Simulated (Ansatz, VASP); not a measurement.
# BN in VASP and in Ansatz

INCAR

```
PREC = Accurate
ENCUT = 520
EDIFF = 1E-6
ISMEAR = 0
SIGMA = 0.05
LREAL = F
LASPH = T
NELM = 100
ALGO = Normal
ISIF = 2
LWAVE = F
LCHARG = F
GGA = PS
NBANDS = 26
```

The input KPOINTS:

```
regular mesh
0
Gamma
  6 6 10
```

Contents of POSCAR:

```
BN
1.0
    4.2993000000      0.0000000000      0.0000000000
    0.0000000000      4.2993000000      0.0000000000
    0.0000000000      0.0000000000      2.2335000000
B N
4 4
Direct
    0.1741337327      0.8258662673      0.5000000000
    0.3258662673      0.3258662673      0.0000000000
    0.6741337327      0.6741337327      0.0000000000
    0.8258662673      0.1741337327      0.5000000000
    0.8123909516      0.8123909516      0.5000000000
    0.3123909516      0.6876090484      0.0000000000
    0.6876090484      0.3123909516      0.0000000000
    0.1876090484      0.1876090484      0.5000000000
```

Input for Ansatz:

```yaml
crystal:
  lattice:
    - [4.2993, 0.0, 0.0]
    - [0.0, 4.2993, 0.0]
    - [0.0, 0.0, 2.2335]
  atoms:
    - { symbol: B, position: [0.1741337327, 0.8258662673, 0.5] }
    - { symbol: B, position: [0.3258662673, 0.3258662673, 0.0] }
    - { symbol: B, position: [0.6741337327, 0.6741337327, 0.0] }
    - { symbol: B, position: [0.8258662673, 0.1741337327, 0.5] }
    - { symbol: "N", position: [0.8123909516, 0.8123909516, 0.5] }
    - { symbol: "N", position: [0.3123909516, 0.6876090484, 0.0] }
    - { symbol: "N", position: [0.6876090484, 0.3123909516, 0.0] }
    - { symbol: "N", position: [0.1876090484, 0.1876090484, 0.5] }
basis:
  ecutwfc: 520.0
kpoints:
  mp_grid: { grid: [6, 6, 10] }
hamiltonian:
  xc: pbesol
  pseudopotentials: { kind: paw, azcp: { folder: soft_1 } }
scf:
  occupations: { method: gaussian, width: 0.05 }
output:
  forces: true
  stress: true
  eigenvalues: true
```

Alike in both runs: task single point; functional PBEsol; k mesh 6 × 6 × 10; occupations gaussian, width 0.05 eV; no spin polarisation.

```csv
,VASP,Ansatz
version,VASP 6.6.1,Ansatz 0.2.0
potentials or method,"VASP PAW PBE potentials, release 64 (B, N), cutoff 520 eV","scalar-relativistic, plane waves, PAW"
valence electrons in the cell,32,32
```

Ansatz gave:

```
gap on the k mesh at the Fermi level (eV) : 3.98
least direct gap on the mesh (eV)         : 5.82
rms of the force components (eV/Å)        : 0.982
```

**Question.** Which values does VASP return?

**Answer.** gap on the k mesh at the Fermi level (eV): 3.95; least direct gap on the mesh (eV): 5.81; rms of the force components (eV/Å): 0.996.

VASP's potentials were made for PBE, not for PBEsol, and Ansatz warns of the same on its side. Atom by atom the forces differ by 0.014 eV/Å (rms over components).
